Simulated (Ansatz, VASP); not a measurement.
# LiBr in VASP and in Ansatz

```xyz
2
Lattice="0.0000 2.7667 2.7667 2.7667 0.0000 2.7667 2.7667 2.7667 0.0000" Properties=species:S:1:pos:R:3 pbc="T T T"
Li    0.0000    0.0000    0.0000
Br    2.7667    2.7667    2.7667
```

Alike in both runs: task single point; functional r2SCAN; k mesh 6 × 6 × 6; no spin polarisation.

|  | VASP | Ansatz |
| --- | --- | --- |
| version | VASP 6.6.1 | Ansatz 0.2.0 |
| potentials or method | VASP PAW PBE potentials, release 64 (Li_sv, Br) | plane waves, PAW |
| plane-wave cutoff (eV) | 830 | 500 |
| occupations | gaussian, width 0.01 eV | fixed |
| valence electrons in the cell | 10 | 10 |

VASP gave:

| Quantity | Value |
| --- | --- |
| gap on the k mesh at the Fermi level (eV) | 5.79 |
| pressure (GPa) | -1.2 |

Problem. Estimate Ansatz's values.

Solution. gap on the k mesh at the Fermi level (eV): 5.74; pressure (GPa): -0.8.

VASP's potentials were made for PBE, not for r2SCAN.
